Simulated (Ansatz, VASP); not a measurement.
## One calculation of Gd, two programs

```xyz
1
Lattice="0.0000 2.5858 2.5858 2.5858 0.0000 2.5858 2.5858 2.5858 0.0000" Properties=species:S:1:pos:R:3 pbc="T T T"
Gd    0.0000    0.0000    0.0000
```

Alike in both runs: task single point; functional LDA; k mesh 10 × 10 × 10; occupations fermi-dirac, width 0.05 eV; collinear spin.

|  | VASP | Ansatz |
| --- | --- | --- |
| version | VASP 6.6.1 | Ansatz 0.2.0 |
| potentials or method | VASP PAW PBE potentials, release 64 (Gd), cutoff 520 eV | all-electron (LAPW or listed datasets) |

|  | VASP | Ansatz | Ansatz less VASP |
| --- | --- | --- | --- |
| net moment per atom (μB) | 7.24 | 7.35 | +0.110 |
| size of the moment on the site where the two differ most (μB) | 6.83 | 7.25 | +0.420 |

The net moments are unlike, so the other rows may belong to different states. VASP's potentials were made for PBE, not for LDA. LDA's correlation is that of Perdew and Zunger in VASP and of Perdew and Wang (1992) in Ansatz. Site moments also hang on the region over which each program counts them. Ansatz ran all-electron here, and VASP with PAW potentials.

Neither program's run includes spin-orbit coupling.
